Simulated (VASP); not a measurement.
A run of VASP 6.6.1 is set up as follows.

Contents of INCAR:

```
SYSTEM = As
PREC = Accurate
ENCUT = 520
EDIFF = 1E-7
ISMEAR = -1
SIGMA = 0.1
LREAL = .FALSE.
LASPH = .TRUE.
NELM = 60
ALGO = Normal
ISIF = 2
LWAVE = .FALSE.
LCHARG = .FALSE.
GGA = PE
NBANDS = 12
```

Contents of KPOINTS:

```
Automatic mesh
0
G
  15 15 15
  0 0 0
```

File POSCAR:

```
As
1.0
    0.0000000000      3.0580591010      3.0580591010
    3.0580591010      0.0000000000      3.0580591010
    3.0580591010      3.0580591010      0.0000000000
As
2
Direct
    0.1250000000      0.1250000000      0.1250000000
    0.8750000000      0.8750000000      0.8750000000
```

Potentials or basis: VASP PAW PBE potentials, release 64 (As).

The run is started by

```bash
$ cat potpaw_PBE.64/As/POTCAR > POTCAR
$ mpirun -np 1 vasp_std > vasp.out
```

(1) Estimate the band gap on the k mesh.

(2) What does it give for the pressure?

Answers

(1) zero (band 5 reaches 3.58 eV, above the bottom of band 6 at 2.36 eV).

(2) 0.0 GPa.
